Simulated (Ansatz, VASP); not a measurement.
SrO in VASP and in Ansatz

The input INCAR:

```
SYSTEM = SrO
PREC     = Accurate       ! precision mode
ENCUT    = 600            ! plane-wave cutoff, eV
EDIFF    = 1E-6           ! SCF threshold, eV
ISMEAR   = 0              ! smearing method
SIGMA    = 0.05           ! smearing width, eV
LREAL    = .FALSE.        ! projectors in reciprocal space
LASPH    = .TRUE.         ! aspherical terms in the spheres
NELM     = 120            ! most SCF steps
ALGO     = Normal         ! electronic algorithm
ISIF     = 2              ! what is computed and relaxed
LWAVE    = .FALSE.        ! write WAVECAR
LCHARG   = .TRUE.         ! write CHGCAR
GGA      = RP             ! functional
LELF     = .TRUE.         ! ELF
LVHAR    = .TRUE.       
NBANDS   = 24             ! bands
GGA_COMPAT= .FALSE.
```

Contents of KPOINTS:

```
Automatic mesh
0
G
  9 9 6
  0 0 0
```

POSCAR

```
SrO
1.0
    4.1417694689      0.0000000000      0.0000000000
   -2.0708847345      3.5868775767      0.0000000000
    0.0000000000      0.0000000000      5.4938135532
Sr O
2 2
Direct
    0.3333333333      0.6666666667      0.9381277000
    0.6666666667      0.3333333333      0.4381277000
    0.3333333333      0.6666666667      0.4368723000
    0.6666666667      0.3333333333      0.9368723000
```

Input for Ansatz:

```yaml
crystal:
  lattice:
    - [4.1417694689, 0.0, 0.0]
    - [-2.0708847345, 3.5868775767, 0.0]
    - [0.0, 0.0, 5.4938135532]
  atoms:
    - { symbol: Sr, position: [0.3333333333, 0.6666666667, 0.9381277] }
    - { symbol: Sr, position: [0.6666666667, 0.3333333333, 0.4381277] }
    - { symbol: O, position: [0.3333333333, 0.6666666667, 0.4368723] }
    - { symbol: O, position: [0.6666666667, 0.3333333333, 0.9368723] }
kpoints:
  mp_grid: { grid: [9, 9, 6] }
hamiltonian:
  xc: rpbe
scf:
  occupations: { method: gaussian, width: 0.05 }
output:
  forces: true
  eigenvalues: true
  stress: true
```

Alike in both runs: task single point; functional RPBE; k mesh 9 × 9 × 6; occupations gaussian, width 0.05 eV; no spin polarisation.

|  | VASP | Ansatz |
| --- | --- | --- |
| version | VASP 6.6.1 | Ansatz 0.2.0 |
| potentials or method | VASP PAW PBE potentials, release 64 (Sr_sv, O) | scalar-relativistic, plane waves, PAW |
| plane-wave cutoff (eV) | 600 | 420 |
| valence electrons in the cell | 32 | 32 |

```tsv
	VASP	Ansatz	Ansatz less VASP
gap on the k mesh at the Fermi level (eV)	2.83	2.83	+0.001
pressure (GPa)	4.6	4.1	-0.43
traceless stress, the component that is largest in VASP (GPa)	-5.69	-5.37	+0.313
```

VASP's potentials were made for PBE, not for RPBE.
